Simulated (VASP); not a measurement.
# CdSe (F-43m) in VASP: notebook

CdSe is run at these levels: PBE, revPBE, RPBE; tasks: single point.

Everything below comes from runs of VASP 6.6.1. Logs are shortened: lines on timing, memory, paths and dates and some standing lists are left out, and cuts for length are marked.

## 1. The cell of the first run

Symmetry: F-43m, No. 216, cubic system. The conventional cell has a = 6.197 Å, b = 6.197 Å, c = 6.197 Å, α = 90.00°, β = 90.00°, γ = 90.00°. Within 3.5 Å of Cd (site symmetry -43m) lie 4 Se at 2.68 Å. Within 3.5 Å of Se (site symmetry -43m) lie 4 Cd at 2.68 Å.

## 2. Single point, PBE

Contents of INCAR:

```
SYSTEM = CdSe
PREC = Accurate
ENCUT = 520
EDIFF = 1E-6
ISMEAR = -1
SIGMA = 0.05
LREAL = .FALSE.
LASPH = .TRUE.
NELM = 100
ALGO = Normal
ISIF = 2
LWAVE = .FALSE.
LCHARG = .FALSE.
GGA = PE
NBANDS = 16
```

Contents of KPOINTS:

```
regular mesh
0
G
  8 8 8
  0 0 0
```

Contents of POSCAR:

```
CdSe
1.0
    0.0000000000      3.0987117548      3.0987117548
    3.0987117548      0.0000000000      3.0987117548
    3.0987117548      3.0987117548      0.0000000000
Cd Se
1 1
Direct
    0.0000000000      0.0000000000      0.0000000000
    0.2500000000      0.2500000000      0.2500000000
```

Potentials or basis: VASP PAW PBE potentials, release 64 (Cd, Se).

Run with:

```
$ cat potpaw_PBE.64/Cd/POTCAR potpaw_PBE.64/Se/POTCAR > POTCAR
$ mpirun -np 1 vasp_std > vasp.out
```

OUTCAR:

```text
SYSTEM = CdSe
   PREC = Accurate
   ENCUT = 520
   EDIFF = 1E-6
   ISMEAR = -1
   LREAL = .FALSE.
   LASPH = .TRUE.
   NELM = 100
   ISIF = 2
   GGA = PE

 ion  position               nearest neighbor table
   1  0.000  0.000  0.000-   2 2.68   2 2.68   2 2.68   2 2.68
   2  0.250  0.250  0.250-   1 2.68   1 2.68   1 2.68   1 2.68

  LATTYP: Found a face centered cubic cell.
 ALAT       =     6.1974235096

  Lattice vectors:

 A1 = (   0.0000000000,   3.0987117548,   3.0987117548)
 A2 = (   3.0987117548,   0.0000000000,   3.0987117548)
 A3 = (   3.0987117548,   3.0987117548,   0.0000000000)

Analysis of symmetry for initial positions (statically):
=====================================================================
 Subroutine PRICEL returns:
 Original cell was already a primitive cell.

 Routine SETGRP: Setting up the symmetry group for a
 face centered cubic supercell.

 Subroutine GETGRP returns: Found 24 space group operations
 (whereof 24 operations were pure point group operations)
 out of a pool of 48 trial point group operations.

The static configuration has the point symmetry T_d .

Analysis of symmetry for dynamics (positions and initial velocities):
=====================================================================
 Subroutine PRICEL returns:
 Original cell was already a primitive cell.

 Routine SETGRP: Setting up the symmetry group for a
 face centered cubic supercell.

 Subroutine GETGRP returns: Found 24 space group operations
 (whereof 24 operations were pure point group operations)
 out of a pool of 48 trial point group operations.

The dynamic configuration has the point symmetry T_d .

 Subroutine INISYM returns: Found 24 space group operations
 (whereof 24 operations are pure point group operations),
 and found     1 'primitive' translations

----------------------------------------------------------------------------------------

                                     Primitive cell

  volume of cell :      59.5078

  direct lattice vectors                    reciprocal lattice vectors
     0.000000000  3.098711755  3.098711755    -0.161357377  0.161357377  0.161357377
     3.098711755  0.000000000  3.098711755     0.161357377 -0.161357377  0.161357377
     3.098711755  3.098711755  0.000000000     0.161357377  0.161357377 -0.161357377

  length of vectors
     4.382240190  4.382240190  4.382240190     0.279479175  0.279479175  0.279479175

  position of ions in fractional coordinates (direct lattice)
     0.000000000  0.000000000  0.000000000
     0.250000000  0.250000000  0.250000000

  ion indices of the primitive-cell ions
   primitive index   ion index
                 1           1
                 2           2

----------------------------------------------------------------------------------------

 KPOINTS: regular mesh

Automatic generation of k-mesh.
 Grid dimensions read from file:
 generate k-points for:    8    8    8

 Generating k-lattice:

  Cartesian coordinates                     Fractional coordinates (reciprocal lattice)
    -0.020169672  0.020169672  0.020169672     0.125000000  0.000000000  0.000000000
     0.020169672 -0.020169672  0.020169672     0.000000000  0.125000000  0.000000000
     0.020169672  0.020169672 -0.020169672     0.000000000  0.000000000  0.125000000

  Length of vectors
     0.034934897  0.034934897  0.034934897

  Shift w.r.t. Gamma in fractional coordinates (k-lattice)
     0.000000000  0.000000000  0.000000000

 Subroutine IBZKPT returns following result:
 ===========================================

 Found     29 irreducible k-points:

 Following reciprocal coordinates:
            Coordinates               Weight
  0.000000  0.000000  0.000000      1.000000
  0.125000  0.000000  0.000000      8.000000
  0.250000  0.000000  0.000000      8.000000
  0.375000  0.000000  0.000000      8.000000
  0.500000  0.000000  0.000000      4.000000
  0.125000  0.125000  0.000000      6.000000
[... 16 lines left out ...]
  0.500000  0.250000  0.125000     48.000000
 -0.375000  0.250000  0.125000     24.000000
 [... further k-points ...]
   k-points           NKPTS =     29   k-points in BZ     NKDIM =     29   number of bands    NBANDS=     16
   number of dos      NEDOS =    301   number of ions     NIONS =      2
   total plane-waves  NPLWV =  46656
   dimension x,y,z NGX =    36 NGY =   36 NGZ =   36
   dimension x,y,z NGXF=    72 NGYF=   72 NGZF=   72
   ions per type =               1   1
   NGX,Y,Z   is equivalent  to a cutoff of  13.66, 13.66, 13.66 a.u.
   NGXF,Y,Z  is equivalent  to a cutoff of  27.31, 27.31, 27.31 a.u.
 SYSTEM =  CdSe
   PREC   = accura    normal or accurate (medium, high low for compatibility)
   ISTART =      0    job   : 0-new  1-cont  2-samecut
   ICHARG =      2    charge: 1-file 2-atom 10-const
   ISPIN  =      1    spin polarized calculation?
   LNONCOLLINEAR =      F non collinear calculations
   LSORBIT =      F    spin-orbit coupling
   LASPH  =      T    aspherical Exc in radial PAW
   ENCUT  =  520.0 eV  38.22 Ry    6.18 a.u.   8.15  8.15  8.15*2*pi/ulx,y,z
   NELM   =    100;   NELMIN=  2; NELMDL= -5     # of ELM steps
   EDIFF  = 0.1E-05   stopping-criterion for ELM
   LREAL  =      F    real-space projection
   EDIFFG = 0.1E-04   stopping-criterion for IOM
   NSW    =      0    number of steps for IOM
   IBRION =     -1    ionic relax: 0-MD 1-quasi-New 2-CG
   NFREE  =      0    steps in history (QN), initial steepest desc. (CG)
   ISIF   =      2    stress and relaxation
   ISYM   =      2    0-nonsym 1-usesym 2-fastsym
   POTIM  = 0.5000    time-step for ionic-motion
   TEBEG  =    0.0;   TEEND  =   0.0 temperature during run
   PSTRESS=    0.0 pullay stress
   NELECT =      18.0000    total number of electrons
   NUPDOWN=      -1.0000    fix difference up-down
   EMIN   =  10.00;   EMAX   =-10.00  energy-range for DOS
   EFERMI =   0.00;   METHOD = LEGACY
   ISMEAR =    -1;   SIGMA  =   0.05  broadening in eV -4-tet -1-fermi 0-gaus
   EFERMI_NEDOS =   21; number of points for ismear=-14 and -15
   IALGO  =     38    algorithm
   IMIX   =      4    mixing-type and parameters
     AMIX     =   0.40;   BMIX     =  1.00
     AMIX_MAG =   1.60;   BMIX_MAG =  1.00
  volume/ion in A,a.u.               =      29.75       200.79
  Fermi-wavevector in a.u.,A,eV,Ry     =   1.098941  2.076698 16.431374  1.207672
  Thomas-Fermi vector in A             =   2.235327
   LORBIT       =      0    0 simple, 1 ext, 2 COOP (PROOUT), +10 PAW based schemes
   GGA     = PE    functional components
   LHFCALC =     F    Hartree Fock is set to
   AEXX    =    0.0000 exact exchange contribution
   IVDW    =     0    specifies the selected vdW correction
   LEPSILON=     F    determine dielectric tensor
   LRPA    =     F    only Hartree local field effects (RPA)
 non-spin polarized calculation
  energy-cutoff  :      520.00
  volume of cell :       59.51
 maximum number of plane-waves:      1639
 NGX is ok and might be reduce to    36
   NGX = 17   NGY = 17   NGZ = 17

 number of electron      18.0000000 magnetization

 Free energy of the ion-electron system (eV)
  ---------------------------------------------------
  ext. energy  EPLUGINS =         0.00000000
  ---------------------------------------------------
  free energy    TOTEN  =        -5.49933694 eV

  energy without entropy =       -5.49929509  energy(sigma->0) =       -5.49931601

 E-fermi :   0.7987     XC(G=0):  -8.6324

 val. band max:        0.5110122093   @ k =   0.0000   0.0000   0.0000
 cond. band min:       1.0028506225   @ k =   0.0000   0.0000   0.0000
 fundamental gap:      0.4918384133
 Fermi energy:         0.7986583650

 k-point     1 :       0.0000    0.0000    0.0000
  band No.  band energies     occupation
      1     -11.7830      2.00000
      2      -7.2501      2.00000
      3      -7.2501      2.00000
      4      -7.2501      2.00000
      5      -6.9331      2.00000
      6      -6.9331      2.00000
[... 8 lines left out ...]
     15      11.4808      0.00000
     16      11.4808      0.00000

 k-point     2 :       0.1250    0.0000    0.0000
  band No.  band energies     occupation
      1     -11.7361      2.00000
      2      -7.2355      2.00000
      3      -7.2355      2.00000
      4      -7.2052      2.00000
      5      -6.9338      2.00000
      6      -6.9338      2.00000
[... 8 lines left out ...]
     15      10.7576      0.00000
     16      10.7959      0.00000

 k-point     3 :       0.2500    0.0000    0.0000
  band No.  band energies     occupation
      1     -11.6217      2.00000
      2      -7.2034      2.00000
      3      -7.2034      2.00000
      4      -7.0580      2.00000
      5      -6.9311      2.00000
      6      -6.9311      2.00000
[... 8 lines left out ...]
     15      10.5162      0.00000
     16      10.5502      0.00000

 k-point     4 :       0.3750    0.0000    0.0000
  band No.  band energies     occupation
      1     -11.5061      2.00000
      2      -7.1779      2.00000
      3      -7.1779      2.00000
      4      -6.9204      2.00000
      5      -6.9204      2.00000
      6      -6.8228      2.00000
[... 8 lines left out ...]
     15      11.3417      0.00000
     16      11.3417      0.00000
[... 324 lines left out ...]
 k-point    22 :       0.3750    0.2500    0.1250
  band No.  band energies     occupation
      1     -11.5370      2.00000
      2      -7.1675      2.00000
      3      -7.1512      2.00000
      4      -7.0156      2.00000
      5      -6.9234      2.00000
      6      -6.8898      2.00000
[... 8 lines left out ...]
     15      11.8818      0.00000
     16      12.9725      0.00000

 k-point    23 :       0.5000    0.2500    0.1250
  band No.  band energies     occupation
      1     -11.4453      2.00000
      2      -7.1430      2.00000
      3      -7.1283      2.00000
      4      -6.9685      2.00000
      5      -6.9140      2.00000
      6      -6.7202      2.00000
[... 8 lines left out ...]
     15      12.1710      0.00000
     16      12.9514      0.00000

 k-point    24 :      -0.3750    0.2500    0.1250
  band No.  band energies     occupation
      1     -11.4074      2.00000
      2      -7.1383      2.00000
      3      -7.1181      2.00000
      4      -6.9483      2.00000
      5      -6.9188      2.00000
      6      -6.6044      2.00000
[... 8 lines left out ...]
     15      12.0251      0.00000
     16      12.9443      0.00000

 [... further k-points ...]

------------------------ aborting loop because EDIFF is reached ----------------------------------------

  FORCE on cell =-STRESS in cart. coord.  units (eV):
  Direction    XX          YY          ZZ          XY          YZ          ZX
  --------------------------------------------------------------------------------------
  -------------------------------------------------------------------------------------
  Total        0.0801446      0.0801446      0.0801446      0.0000000      0.0000000      0.0000000
  in kB        2.1577994      2.1577994      2.1577994      0.0000000      0.0000000      0.0000000
  external PRESSURE =       2.1577994 kB  Pullay stress =       0.0000000 kB

 VOLUME and BASIS-vectors are now :
 -----------------------------------------------------------------------------
  energy-cutoff  :      520.00
  volume of cell :       59.51
      direct lattice vectors                 reciprocal lattice vectors
     0.000000000  3.098711755  3.098711755    -0.161357377  0.161357377  0.161357377
     3.098711755  0.000000000  3.098711755     0.161357377 -0.161357377  0.161357377
     3.098711755  3.098711755  0.000000000     0.161357377  0.161357377 -0.161357377

 POSITION                                       TOTAL-FORCE (eV/Angst)
 -----------------------------------------------------------------------------------
      0.00000      0.00000      0.00000        -0.000000      0.000000      0.000000
      1.54936      1.54936      1.54936         0.000000     -0.000000     -0.000000
 -----------------------------------------------------------------------------------
    total drift:                               -0.000000     -0.000000     -0.000000

  FREE ENERGIE OF THE ION-ELECTRON SYSTEM (eV)
  ---------------------------------------------------
  free  energy   TOTEN  =        -5.4993369355 eV

  energy  without entropy=       -5.4992950940  energy(sigma->0) =       -5.49931601
```

It took 16 s on 1 thread of Intel Xeon Platinum 8488C (Sapphire Rapids), shared host; peak memory 0.21 GiB.

What came out:

- Free energy: -5.4993 eV
- Pressure: 0.2 GPa
- Band gap on the k mesh: 0.49 eV

[end of part 1 of 2]
